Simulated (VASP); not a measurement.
A run of VASP 6.6.1 is set up as follows.

The input INCAR:

```
PREC = Accurate ; ENCUT = 1300
EDIFF = 1E-6 ; ISMEAR = -1
SIGMA = 0.05 ; LREAL = False
LASPH = True ; NELM = 120
ALGO = Normal ; ISIF = 2
LWAVE = False ; LCHARG = False
GGA = PS ; NBANDS = 16
GGA_COMPAT = False
```

File KPOINTS:

```
Automatic mesh
0
Gamma
  10 10 9
```

File POSCAR:

```
WC
1.0
    2.8749952588      0.0000000000      0.0000000000
   -1.4374976294      2.4898189299      0.0000000000
    0.0000000000      0.0000000000      2.8082884052
W C
1 1
Direct
    0.0000000000      0.0000000000      0.0000000000
    0.6666666667      0.3333333333      0.5000000000
```

Potentials or basis: VASP PAW PBE potentials, release 64 (W_sv, C_h).

Launch:

```bash
$ cat potpaw_PBE.64/W_sv/POTCAR potpaw_PBE.64/C_h/POTCAR > POTCAR
$ mpirun -np 1 vasp_std > vasp.out
```

Question: Estimate the band gap on the k mesh.

Answer: Zero (bands 9 and 10 overlap by 1.26 eV).

Question: Estimate the pressure.

Answer: 11.4 GPa.

Stress tensor (GPa, compression positive):
```
11.28  0.00  0.00
 0.00 11.28  0.00
 0.00  0.00 11.65
```

Caveat: the cell stands under pressure; the PAW data sets were made with another functional, which shifts forces and pressure a little; spin-orbit coupling is left out, which moves the levels of the heavy elements.
